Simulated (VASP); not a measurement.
Input of a VASP 6.6.1 run:

Contents of INCAR:

```
  ALGO = Normal
  EDIFF = 1E-6
  ENCUT = 520
  GGA = PE
  ISIF = 2
  ISMEAR = 0
  LASPH = True
  LCHARG = False
  LREAL = False
  LWAVE = False
  NBANDS = 16
  NELM = 80
  PREC = Accurate
  SIGMA = 0.15
```

KPOINTS

```
k-points
0
Gamma
  24 24 24
```

The input POSCAR:

```
WC
1.0
    2.9618008944      0.0000000000      0.0000000000
   -1.4809004472      2.5649948155      0.0000000000
    0.0000000000      0.0000000000      2.7706384986
W C
1 1
Direct
    0.0000000000      0.0000000000      0.0000000000
    0.6666666667      0.3333333333      0.5000000000
```

Potentials or basis: VASP PAW PBE potentials, release 64 (W_sv, C).

Run with:

```sh
$ cat potpaw_PBE.64/W_sv/POTCAR potpaw_PBE.64/C/POTCAR > POTCAR
$ mpirun -np 1 vasp_std > vasp.out
```

(1) What does it give for the pressure?

(2) What does it give for the band gap on the k mesh?

Results:

(1) 3.3 GPa.

(2) zero (bands 9 and 10 overlap by 1.39 eV).

Caveat: the stress differs along the axes, from -7 to 23 GPa; spin-orbit coupling is left out, which moves the levels of the heavy elements.
